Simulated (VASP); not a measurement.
# Pt (Fm-3m) in VASP: further runs

The runs below take Pt through single point, with PBE.

Everything below comes from runs of VASP 6.6.1. Logs are shortened: lines on timing, memory, paths and dates and some standing lists are left out, and cuts for length are marked.

## 1. The cell of the first run

Symmetry: Fm-3m, No. 225, cubic system. Conventional cell: a = 3.916 Å, b = 3.916 Å, c = 3.916 Å, α = 90.00°, β = 90.00°, γ = 90.00°. Pt (site symmetry m-3m) has 12 Pt at 2.77 Å within 3.6 Å.

## 2. Single point, PBE

INCAR reads:

```
SYSTEM = Pt
PREC = Accurate
ENCUT = 520
EDIFF = 1E-6
ISMEAR = 0
SIGMA = 0.15
LREAL = .FALSE.
LASPH = .TRUE.
NELM = 100
ALGO = Normal
ISIF = 2
LWAVE = .FALSE.
LCHARG = .TRUE.
GGA = PE
LELF = .TRUE.
LVHAR = .TRUE.
NBANDS = 11
```

KPOINTS reads:

```
regular mesh
0
G
  10 10 10
  0 0 0
```

POSCAR reads:

```
Pt
1.0
    0.0000000000      1.9579000000      1.9579000000
    1.9579000000      0.0000000000      1.9579000000
    1.9579000000      1.9579000000      0.0000000000
Pt
1
Direct
    0.0000000000      0.0000000000      0.0000000000
```

Potentials or basis: VASP PAW PBE potentials, release 64 (Pt).

Launch:

```
$ cat potpaw_PBE.64/Pt/POTCAR > POTCAR
$ mpirun -np 1 vasp_std > vasp.out
```

OUTCAR:

```text
SYSTEM = Pt
   PREC = Accurate
   ENCUT = 520
   EDIFF = 1E-6
   ISMEAR = 0
   LREAL = .FALSE.
   LASPH = .TRUE.
   NELM = 100
   ISIF = 2
   GGA = PE

 ion  position               nearest neighbor table
   1  0.000  0.000  0.000-

  LATTYP: Found a face centered cubic cell.
 ALAT       =     3.9158000000

  Lattice vectors:

 A1 = (   0.0000000000,   1.9579000000,   1.9579000000)
 A2 = (   1.9579000000,   0.0000000000,   1.9579000000)
 A3 = (   1.9579000000,   1.9579000000,   0.0000000000)

Analysis of symmetry for initial positions (statically):
=====================================================================
 Subroutine PRICEL returns:
 Original cell was already a primitive cell.

 Routine SETGRP: Setting up the symmetry group for a
 face centered cubic supercell.

 Subroutine GETGRP returns: Found 48 space group operations
 (whereof 48 operations were pure point group operations)
 out of a pool of 48 trial point group operations.

The static configuration has the point symmetry O_h .

Analysis of symmetry for dynamics (positions and initial velocities):
=====================================================================
 Subroutine PRICEL returns:
 Original cell was already a primitive cell.

 Routine SETGRP: Setting up the symmetry group for a
 face centered cubic supercell.

 Subroutine GETGRP returns: Found 48 space group operations
 (whereof 48 operations were pure point group operations)
 out of a pool of 48 trial point group operations.

The dynamic configuration has the point symmetry O_h .

 Subroutine INISYM returns: Found 48 space group operations
 (whereof 48 operations are pure point group operations),
 and found     1 'primitive' translations

----------------------------------------------------------------------------------------

                                     Primitive cell

  volume of cell :      15.0107

  direct lattice vectors                    reciprocal lattice vectors
     0.000000000  1.957900000  1.957900000    -0.255375658  0.255375658  0.255375658
     1.957900000  0.000000000  1.957900000     0.255375658 -0.255375658  0.255375658
     1.957900000  1.957900000  0.000000000     0.255375658  0.255375658 -0.255375658

  length of vectors
     2.768888734  2.768888734  2.768888734     0.442323614  0.442323614  0.442323614

  position of ions in fractional coordinates (direct lattice)
     0.000000000  0.000000000  0.000000000

  ion indices of the primitive-cell ions
   primitive index   ion index
[... 81 lines left out ...]
   POTIM  = 0.5000    time-step for ionic-motion
   TEBEG  =    0.0;   TEEND  =   0.0 temperature during run
   PSTRESS=    0.0 pullay stress
   NELECT =      10.0000    total number of electrons
   NUPDOWN=      -1.0000    fix difference up-down
   EMIN   =  10.00;   EMAX   =-10.00  energy-range for DOS
   EFERMI =   0.00;   METHOD = LEGACY
   ISMEAR =     0;   SIGMA  =   0.15  broadening in eV -4-tet -1-fermi 0-gaus
   EFERMI_NEDOS =   21; number of points for ismear=-14 and -15
   IALGO  =     38    algorithm
   IMIX   =      4    mixing-type and parameters
     AMIX     =   0.40;   BMIX     =  1.00
     AMIX_MAG =   1.60;   BMIX_MAG =  1.00
  volume/ion in A,a.u.               =      15.01       101.30
  Fermi-wavevector in a.u.,A,eV,Ry     =   1.429797  2.701924 27.814648  2.044319
  Thomas-Fermi vector in A             =   2.549712
   LORBIT       =      0    0 simple, 1 ext, 2 COOP (PROOUT), +10 PAW based schemes
   GGA     = PE    functional components
   LHFCALC =     F    Hartree Fock is set to
   AEXX    =    0.0000 exact exchange contribution
   IVDW    =     0    specifies the selected vdW correction
   LEPSILON=     F    determine dielectric tensor
   LRPA    =     F    only Hartree local field effects (RPA)
 non-spin polarized calculation
 Gauss-broadening in eV      SIGMA  =   0.15
  energy-cutoff  :      520.00
  volume of cell :       15.01
 maximum number of plane-waves:       413
 NGX is ok and might be reduce to    24
   NGX = 11   NGY = 11   NGZ = 11

 number of electron      10.0000000 magnetization

 number of electron       9.9999999 magnetization

 Free energy of the ion-electron system (eV)
  ---------------------------------------------------
  ext. energy  EPLUGINS =         0.00000000
  ---------------------------------------------------
  free energy    TOTEN  =        -6.07055168 eV

  energy without entropy =       -6.05340183  energy(sigma->0) =       -6.06197675

 E-fermi :  11.3769     XC(G=0): -13.5186

 val. band max:       11.3626434126   @ k =   0.5000   0.5000   0.0000
 cond. band min:      11.3996193907   @ k =   0.5000   0.0000   0.0000
 fundamental gap:      0.0369759782
 Fermi energy:        11.3769284381

 k-point     1 :       0.0000    0.0000    0.0000
  band No.  band energies     occupation
      1       1.0857      2.00000
      2       7.5418      2.00000
      3       7.5418      2.00000
      4       7.5418      2.00000
      5       9.7120      2.00000
      6       9.7120      2.00000
      7      25.9826      0.00000
      8      30.9729      0.00000
      9      30.9729      0.00000
     10      30.9729      0.00000
     11      36.3319      0.00000
[... 309 lines left out ...]
 k-point    24 :       0.4000    0.3000    0.0000
  band No.  band energies     occupation
      1       4.7035      2.00000
      2       5.3374      2.00000
      3       8.7218      2.00000
      4      10.0371      2.00000
      5      11.2977      1.54484
      6      11.5856      0.04909
      7      23.3854      0.00000
      8      25.7160      0.00000
      9      26.2034      0.00000
     10      31.3348      0.00000
     11      33.4903      0.00000

 [... further k-points ...]

------------------------ aborting loop because EDIFF is reached ----------------------------------------

  FORCE on cell =-STRESS in cart. coord.  units (eV):
  Direction    XX          YY          ZZ          XY          YZ          ZX
  --------------------------------------------------------------------------------------
  -------------------------------------------------------------------------------------
  Total        1.0490135      1.0490135      1.0490135      0.0000000      0.0000000      0.0000000
  in kB      111.9670272    111.9670272    111.9670272      0.0000000      0.0000000      0.0000000
  external PRESSURE =     111.9670272 kB  Pullay stress =       0.0000000 kB

 VOLUME and BASIS-vectors are now :
 -----------------------------------------------------------------------------
  energy-cutoff  :      520.00
  volume of cell :       15.01
      direct lattice vectors                 reciprocal lattice vectors
     0.000000000  1.957900000  1.957900000    -0.255375658  0.255375658  0.255375658
     1.957900000  0.000000000  1.957900000     0.255375658 -0.255375658  0.255375658
     1.957900000  1.957900000  0.000000000     0.255375658  0.255375658 -0.255375658

 POSITION                                       TOTAL-FORCE (eV/Angst)
 -----------------------------------------------------------------------------------
      0.00000      0.00000      0.00000        -0.000000     -0.000000     -0.000000
 -----------------------------------------------------------------------------------
    total drift:                               -0.000000      0.000000     -0.000000

  FREE ENERGIE OF THE ION-ELECTRON SYSTEM (eV)
  ---------------------------------------------------
  free  energy   TOTEN  =        -6.0705516809 eV

  energy  without entropy=       -6.0534018271  energy(sigma->0) =       -6.06197675
```

Wall time 4.9 s (1 thread of Intel Xeon 6975P-C (Granite Rapids), shared host); peak memory 0.14 GiB.

Results:

```yaml
Free_energy: -6.0706 eV
Pressure: 11.2 GPa
Band_gap_on_the_k_mesh: zero (band 5 reaches 11.86 eV, above the bottom of band 6 at 9.63 eV)
```

Levels at points of the mesh, in eV from the Fermi level:
```csv
k point,band 1,band 2,band 3,band 4,band 5,band 6,band 7,band 8,band 9,band 10
"(0.00, 0.00, 0.00)",-10.29,-3.84,-3.84,-3.84,-1.66,-1.66,14.61,19.60,19.60,19.60
"(0.50, 0.00, 0.00)",-7.39,-3.90,-3.90,-0.51,0.02,0.02,5.86,14.17,18.99,18.99
"(0.50, 0.50, 0.00)",-7.15,-6.69,-0.01,0.48,0.48,1.75,8.91,11.39,11.39,20.18
```

Caveat: spin-orbit coupling is left out, which moves the levels of the heavy elements.

## 3. Single point, PBE

INCAR reads:

```
SYSTEM = Pt
ALGO = Normal
EDIFF = 1E-7
ENCUT = 520
GGA = PE
ISIF = 2
ISMEAR = 0
LASPH = .True.
LCHARG = .True.
LELF = .True.
LREAL = .False.
LVHAR = .True.
LWAVE = .False.
NBANDS = 11
NELM = 60
PREC = Accurate
SIGMA = 0.15
```

KPOINTS reads:

```
k-points
0
Gamma
  12 12 12
  0 0 0
```

POSCAR is that of step 2.

Potentials or basis: VASP PAW PBE potentials, release 64 (Pt).

Launch:

```
$ cat potpaw_PBE.64/Pt/POTCAR > POTCAR
$ mpirun -np 1 vasp_std > vasp.out
```

Wall time 6.9 s (1 thread of Intel Xeon 6975P-C (Granite Rapids), shared host); peak memory 0.14 GiB.

The run converged. Its results:

```
Free energy            : -6.0913 eV
Pressure               : 11.2 GPa
Band gap on the k mesh : zero (band 5 reaches 11.87 eV, above the bottom of band 6 at 9.61 eV)
```

Levels at points of the mesh, in eV from the Fermi level:
```
           k point  band 3  band 4  band 5  band 6  band 7  band 8
(0.00, 0.00, 0.00)   -3.84   -3.84   -1.66   -1.66   14.60   19.59
(0.50, 0.00, 0.00)   -3.90   -0.52    0.03    0.03    5.86   14.17
(0.50, 0.50, 0.00)   -0.01    0.48    0.48    1.75    8.91   11.39
```

Caveat: spin-orbit coupling is left out, which moves the levels of the heavy elements.
